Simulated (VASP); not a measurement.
# SnO2 (fluorite type) (Fm-3m) in VASP: a series of runs

The runs below take SnO2 (fluorite type) through single point, with PBE.

Everything below comes from runs of VASP 6.6.1. Logs are shortened: lines on timing, memory, paths and dates and some standing lists are left out, and cuts for length are marked.

**1. The cell of the first run**

The structure is cubic, space group Fm-3m (No. 225). Conventional cell: a = 5.073 Å, b = 5.073 Å, c = 5.073 Å, α = 90.00°, β = 90.00°, γ = 90.00°. Within 2.9 Å of Sn (site symmetry m-3m) lie 8 O at 2.20 Å. O (site symmetry -43m) has 4 Sn at 2.20 Å and 6 O at 2.54 Å within 2.9 Å.

**2. Single point, PBE**

INCAR

```
SYSTEM = SnO2
  ALGO = Normal
  EDIFF = 1E-6
  ENCUT = 520
  GGA = PE
  ISIF = 2
  ISMEAR = -1
  LASPH = .True.
  LCHARG = .False.
  LREAL = .False.
  LWAVE = .False.
  NBANDS = 20
  NELM = 80
  PREC = Accurate
  SIGMA = 0.06122561905347299
```

KPOINTS

```
k-points
0
Gamma
  19 19 19
  0 0 0
```

POSCAR

```
SnO2
1.0
    0.0000000000      2.5366893552      2.5366893552
    2.5366893552      0.0000000000      2.5366893552
    2.5366893552      2.5366893552      0.0000000000
Sn O
1 2
Direct
    0.0000000000      0.0000000000      0.0000000000
    0.2500000000      0.2500000000      0.2500000000
    0.7500000000      0.7500000000      0.7500000000
```

Potentials or basis: VASP PAW PBE potentials, release 64 (Sn_d, O).

Run with:

```console
$ cat potpaw_PBE.64/Sn_d/POTCAR potpaw_PBE.64/O/POTCAR > POTCAR
$ mpirun -np 1 vasp_std > vasp.out
```

OUTCAR:

```text
SYSTEM = SnO2
   EDIFF = 1E-6
   ENCUT = 520
   GGA = PE
   ISIF = 2
   ISMEAR = -1
   LASPH = .True.
   LREAL = .False.
   NELM = 80
   PREC = Accurate

 ion  position               nearest neighbor table
   1  0.000  0.000  0.000-   3 2.20   3 2.20   3 2.20   2 2.20   3 2.20   2 2.20   2 2.20   2 2.20

   2  0.250  0.250  0.250-   1 2.20   1 2.20   1 2.20   1 2.20
   3  0.750  0.750  0.750-   1 2.20   1 2.20   1 2.20   1 2.20

  LATTYP: Found a face centered cubic cell.
 ALAT       =     5.0733787104

  Lattice vectors:

 A1 = (   0.0000000000,   2.5366893552,   2.5366893552)
 A2 = (   2.5366893552,   0.0000000000,   2.5366893552)
 A3 = (   2.5366893552,   2.5366893552,   0.0000000000)

Analysis of symmetry for initial positions (statically):
=====================================================================
 Subroutine PRICEL returns:
 Original cell was already a primitive cell.

 Routine SETGRP: Setting up the symmetry group for a
 face centered cubic supercell.

 Subroutine GETGRP returns: Found 48 space group operations
 (whereof 48 operations were pure point group operations)
 out of a pool of 48 trial point group operations.

The static configuration has the point symmetry O_h .

Analysis of symmetry for dynamics (positions and initial velocities):
=====================================================================
 Subroutine PRICEL returns:
 Original cell was already a primitive cell.

 Routine SETGRP: Setting up the symmetry group for a
 face centered cubic supercell.

 Subroutine GETGRP returns: Found 48 space group operations
 (whereof 48 operations were pure point group operations)
 out of a pool of 48 trial point group operations.

The dynamic configuration has the point symmetry O_h .

 Subroutine INISYM returns: Found 48 space group operations
 (whereof 48 operations are pure point group operations),
 and found     1 'primitive' translations

----------------------------------------------------------------------------------------

                                     Primitive cell

  volume of cell :      32.6461

  direct lattice vectors                    reciprocal lattice vectors
     0.000000000  2.536689355  2.536689355    -0.197107304  0.197107304  0.197107304
     2.536689355  0.000000000  2.536689355     0.197107304 -0.197107304  0.197107304
     2.536689355  2.536689355  0.000000000     0.197107304  0.197107304 -0.197107304

  length of vectors
     3.587420490  3.587420490  3.587420490     0.341399865  0.341399865  0.341399865

  position of ions in fractional coordinates (direct lattice)
     0.000000000  0.000000000  0.000000000
     0.250000000  0.250000000  0.250000000
     0.750000000  0.750000000  0.750000000

  ion indices of the primitive-cell ions
   primitive index   ion index
                 1           1
                 2           2
                 3           3

----------------------------------------------------------------------------------------

 KPOINTS: k-points

Automatic generation of k-mesh.
 Grid dimensions read from file:
 generate k-points for:   19   19   19

 Generating k-lattice:

  Cartesian coordinates                     Fractional coordinates (reciprocal lattice)
    -0.010374069  0.010374069  0.010374069     0.052631579  0.000000000  0.000000000
     0.010374069 -0.010374069  0.010374069     0.000000000  0.052631579  0.000000000
     0.010374069  0.010374069 -0.010374069     0.000000000  0.000000000  0.052631579

  Length of vectors
     0.017968414  0.017968414  0.017968414

  Shift w.r.t. Gamma in fractional coordinates (k-lattice)
     0.000000000  0.000000000  0.000000000

 Subroutine IBZKPT returns following result:
 ===========================================

 Found    220 irreducible k-points:

 Following reciprocal coordinates:
            Coordinates               Weight
  0.000000  0.000000  0.000000      1.000000
  0.052632  0.000000  0.000000      8.000000
  0.105263  0.000000  0.000000      8.000000
  0.157895  0.000000  0.000000      8.000000
  0.210526  0.000000  0.000000      8.000000
  0.263158  0.000000  0.000000      8.000000
[... 16 lines left out ...]
 -0.315789  0.052632  0.000000     24.000000
 -0.263158  0.052632  0.000000     24.000000
 [... further k-points ...]
   k-points           NKPTS =    220   k-points in BZ     NKDIM =    220   number of bands    NBANDS=     20
   number of dos      NEDOS =    301   number of ions     NIONS =      3
   total plane-waves  NPLWV =  21952
   dimension x,y,z NGX =    28 NGY =   28 NGZ =   28
   dimension x,y,z NGXF=    56 NGYF=   56 NGZF=   56
   ions per type =               1   2
   NGX,Y,Z   is equivalent  to a cutoff of  12.98, 12.98, 12.98 a.u.
   NGXF,Y,Z  is equivalent  to a cutoff of  25.95, 25.95, 25.95 a.u.
 SYSTEM =  SnO2
   PREC   = accura    normal or accurate (medium, high low for compatibility)
   ISTART =      0    job   : 0-new  1-cont  2-samecut
   ICHARG =      2    charge: 1-file 2-atom 10-const
   ISPIN  =      1    spin polarized calculation?
   LNONCOLLINEAR =      F non collinear calculations
   LSORBIT =      F    spin-orbit coupling
   LASPH  =      T    aspherical Exc in radial PAW
   ENCUT  =  520.0 eV  38.22 Ry    6.18 a.u.   6.67  6.67  6.67*2*pi/ulx,y,z
   NELM   =     80;   NELMIN=  2; NELMDL= -5     # of ELM steps
   EDIFF  = 0.1E-05   stopping-criterion for ELM
   LREAL  =      F    real-space projection
   EDIFFG = 0.1E-04   stopping-criterion for IOM
   NSW    =      0    number of steps for IOM
   IBRION =     -1    ionic relax: 0-MD 1-quasi-New 2-CG
   NFREE  =      0    steps in history (QN), initial steepest desc. (CG)
   ISIF   =      2    stress and relaxation
   ISYM   =      2    0-nonsym 1-usesym 2-fastsym
   POTIM  = 0.5000    time-step for ionic-motion
   TEBEG  =    0.0;   TEEND  =   0.0 temperature during run
   PSTRESS=    0.0 pullay stress
   NELECT =      26.0000    total number of electrons
   NUPDOWN=      -1.0000    fix difference up-down
   EMIN   =  10.00;   EMAX   =-10.00  energy-range for DOS
   EFERMI =   0.00;   METHOD = LEGACY
   ISMEAR =    -1;   SIGMA  =   0.06  broadening in eV -4-tet -1-fermi 0-gaus
   EFERMI_NEDOS =   21; number of points for ismear=-14 and -15
   IALGO  =     38    algorithm
   IMIX   =      4    mixing-type and parameters
     AMIX     =   0.40;   BMIX     =  1.00
     AMIX_MAG =   1.60;   BMIX_MAG =  1.00
  volume/ion in A,a.u.               =      10.88        73.44
  Fermi-wavevector in a.u.,A,eV,Ry     =   1.517477  2.867615 31.330614  2.302735
  Thomas-Fermi vector in A             =   2.626727
   LORBIT       =      0    0 simple, 1 ext, 2 COOP (PROOUT), +10 PAW based schemes
   GGA     = PE    functional components
[... 5 lines left out ...]
 non-spin polarized calculation
  energy-cutoff  :      520.00
  volume of cell :       32.65
 maximum number of plane-waves:       901
   NGX = 13   NGY = 13   NGZ = 13

 number of electron      25.9999986 magnetization

 Free energy of the ion-electron system (eV)
  ---------------------------------------------------
  ext. energy  EPLUGINS =         0.00000000
  ---------------------------------------------------
  free energy    TOTEN  =       -17.87480031 eV

  energy without entropy =      -17.87465163  energy(sigma->0) =      -17.87472597

 E-fermi :   8.3035     XC(G=0): -11.9024

 val. band max:        8.2235734555   @ k =   0.0000   0.0000   0.0000
 cond. band min:       8.5751083539   @ k =   0.0526   0.0000   0.0000
 fundamental gap:      0.3515348984
 Fermi energy:         8.3035030901

 k-point     1 :       0.0000    0.0000    0.0000
  band No.  band energies     occupation
      1     -12.5826      2.00000
      2     -12.5826      2.00000
      3     -12.5826      2.00000
      4     -12.4276      2.00000
      5     -12.4276      2.00000
      6     -11.7165      2.00000
[... 12 lines left out ...]
     19      23.2917      0.00000
     20      23.2917      0.00000

 k-point     2 :       0.0526    0.0000    0.0000
  band No.  band energies     occupation
      1     -12.5942      2.00000
      2     -12.5802      2.00000
      3     -12.5802      2.00000
      4     -12.4278      2.00000
      5     -12.4278      2.00000
      6     -11.6880      2.00000
[... 12 lines left out ...]
     19      23.3000      0.00000
     20      23.3000      0.00000

 k-point     3 :       0.1053    0.0000    0.0000
  band No.  band energies     occupation
      1     -12.6300      2.00000
      2     -12.5736      2.00000
      3     -12.5736      2.00000
      4     -12.4280      2.00000
      5     -12.4280      2.00000
      6     -11.5995      2.00000
[... 12 lines left out ...]
     19      23.3245      0.00000
     20      23.3245      0.00000

 k-point     4 :       0.1579    0.0000    0.0000
  band No.  band energies     occupation
      1     -12.6894      2.00000
      2     -12.5640      2.00000
      3     -12.5640      2.00000
      4     -12.4276      2.00000
      5     -12.4276      2.00000
      6     -11.4464      2.00000
[... 12 lines left out ...]
     19      23.3631      0.00000
     20      23.3631      0.00000

 k-point     5 :       0.2105    0.0000    0.0000
  band No.  band energies     occupation
      1     -12.7664      2.00000
      2     -12.5538      2.00000
      3     -12.5538      2.00000
      4     -12.4253      2.00000
      5     -12.4253      2.00000
      6     -11.2288      2.00000
[... 12 lines left out ...]
     19      23.4097      0.00000
     20      23.8248      0.00000

 k-point     6 :       0.2632    0.0000    0.0000
  band No.  band energies     occupation
      1     -12.8508      2.00000
      2     -12.5451      2.00000
      3     -12.5451      2.00000
      4     -12.4202      2.00000
      5     -12.4202      2.00000
      6     -10.9527      2.00000
[... 12 lines left out ...]
     19      23.4526      0.00000
     20      24.3053      0.00000

 k-point     7 :       0.3158    0.0000    0.0000
  band No.  band energies     occupation
      1     -12.9320      2.00000
      2     -12.5393      2.00000
      3     -12.5393      2.00000
      4     -12.4126      2.00000
      5     -12.4126      2.00000
      6     -10.6286      2.00000
[... 12 lines left out ...]
     19      23.4754      0.00000
     20      24.3366      0.00000
[... 277 lines left out ...]
 k-point    20 :      -0.4737    0.0526    0.0000
  band No.  band energies     occupation
      1     -13.0714      2.00000
      2     -12.5455      2.00000
      3     -12.5316      2.00000
      4     -12.3984      2.00000
      5     -12.3924      2.00000
      6      -9.5478      2.00000
[... 12 lines left out ...]
     19      23.3991      0.00000
     20      24.5734      0.00000

 k-point    21 :      -0.4211    0.0526    0.0000
  band No.  band energies     occupation
      1     -13.0541      2.00000
      2     -12.5457      2.00000
      3     -12.5320      2.00000
      4     -12.3986      2.00000
      5     -12.3978      2.00000
      6      -9.7735      2.00000
[... 12 lines left out ...]
     19      23.3811      0.00000
     20      24.6458      0.00000

 k-point    22 :      -0.3684    0.0526    0.0000
  band No.  band energies     occupation
      1     -13.0125      2.00000
      2     -12.5465      2.00000
      3     -12.5330      2.00000
      4     -12.4065      2.00000
      5     -12.4023      2.00000
      6     -10.1246      2.00000
[... 12 lines left out ...]
     19      23.3904      0.00000
     20      24.7572      0.00000

 k-point    23 :      -0.3158    0.0526    0.0000
  band No.  band energies     occupation
      1     -12.9506      2.00000
      2     -12.5485      2.00000
      3     -12.5357      2.00000
      4     -12.4163      2.00000
      5     -12.4083      2.00000
      6     -10.4862      2.00000
[... 12 lines left out ...]
     19      23.3946      0.00000
     20      24.8540      0.00000

 k-point    24 :      -0.2632    0.0526    0.0000
  band No.  band energies     occupation
      1     -12.8743      2.00000
      2     -12.5524      2.00000
      3     -12.5412      2.00000
      4     -12.4248      2.00000
      5     -12.4146      2.00000
      6     -10.8232      2.00000
[... 12 lines left out ...]
     19      23.3806      0.00000
     20      24.8024      0.00000

 [... further k-points ...]

------------------------ aborting loop because EDIFF is reached ----------------------------------------

  FORCE on cell =-STRESS in cart. coord.  units (eV):
  Direction    XX          YY          ZZ          XY          YZ          ZX
  --------------------------------------------------------------------------------------
  -------------------------------------------------------------------------------------
  Total        1.8647554      1.8647554      1.8647554      0.0000000      0.0000000      0.0000000
  in kB       91.5167526     91.5167526     91.5167526      0.0000000      0.0000000      0.0000000
  external PRESSURE =      91.5167526 kB  Pullay stress =       0.0000000 kB

 VOLUME and BASIS-vectors are now :
 -----------------------------------------------------------------------------
  energy-cutoff  :      520.00
  volume of cell :       32.65
      direct lattice vectors                 reciprocal lattice vectors
     0.000000000  2.536689355  2.536689355    -0.197107304  0.197107304  0.197107304
     2.536689355  0.000000000  2.536689355     0.197107304 -0.197107304  0.197107304
     2.536689355  2.536689355  0.000000000     0.197107304  0.197107304 -0.197107304

 POSITION                                       TOTAL-FORCE (eV/Angst)
 -----------------------------------------------------------------------------------
      0.00000      0.00000      0.00000         0.000000     -0.000000      0.000000
      1.26834      1.26834      1.26834         0.000000      0.000000      0.000000
      3.80503      3.80503      3.80503        -0.000000     -0.000000     -0.000000
 -----------------------------------------------------------------------------------
    total drift:                               -0.000000     -0.000000      0.000000

  FREE ENERGIE OF THE ION-ELECTRON SYSTEM (eV)
  ---------------------------------------------------
  free  energy   TOTEN  =       -17.8748003142 eV

  energy  without entropy=      -17.8746516265  energy(sigma->0) =      -17.87472597
```

Run time: 77 s. Hardware: 1 thread of Intel Xeon Platinum 8488C (Sapphire Rapids), shared host; peak memory 0.26 GiB.

What came out:

```
Free energy            : -17.8748 eV
Pressure               : 9.2 GPa
Band gap on the k mesh : 0.26 eV (least direct gap 1.63 eV)
```

Caveat: the cell stands under pressure; semilocal functionals underestimate gaps, and a narrow one can read as zero; spin-orbit coupling is left out, which moves the levels of the heavy elements; an odd mesh through Γ misses points on the zone boundary, where band edges can lie.

(Part 1 of 2 ends here.)

The gap in the log of VASP goes by the Fermi energy; the results here count the filled bands.